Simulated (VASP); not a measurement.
Wanted: the native input for a VASP 6.6.1 run.

```
Task                   : single point
Functional             : PBEsol
Potentials or basis    : VASP PAW PBE potentials, release 64 (Cu)
Cutoff                 : 520 eV
k mesh                 : 17 × 17 × 17
Occupations            : fermi-dirac, width 0.03 eV
Spin                   : no spin polarisation
Dipole correction      : no
Further INCAR settings : ALGO = Normal; EDIFF = 1e-06; NBANDS = 12
```

The structure of Cu lies in POSCAR:

```
Cu
1.0
    0.0000000000      1.8194705475      1.8194705475
    1.8194705475      0.0000000000      1.8194705475
    1.8194705475      1.8194705475      0.0000000000
Cu
1
Direct
    0.0000000000      0.0000000000      0.0000000000
```

This cell differs from its parent crystal: volume scaled by 1.02.

These files were run (other wordings do the same):

INCAR

```
  ALGO = Normal
  EDIFF = 1E-6
  ENCUT = 520
  GGA = PS
  ISIF = 2
  ISMEAR = -1
  LASPH = T
  LCHARG = T
  LELF = T
  LREAL = F
  LVHAR = T
  LWAVE = F
  NBANDS = 12
  NELM = 80
  PREC = Accurate
  SIGMA = 0.03
```

KPOINTS

```
k-points
0
Gamma
  17 17 17
```

Potentials or basis: VASP PAW PBE potentials, release 64 (Cu).

The run is started by

```sh
$ cat potpaw_PBE.64/Cu/POTCAR > POTCAR
$ mpirun -np 1 vasp_std > vasp.out
```

It gave:

```json
{
  "Pressure": "-8.5 GPa"
}
```

Caveat: the PAW data sets were made with another functional, which shifts forces and pressure a little.

It took 18 s on 1 thread of Intel(R) Xeon(R) Platinum 8488C (Sapphire Rapids), with other jobs on the host, peak memory 0.14 GiB.
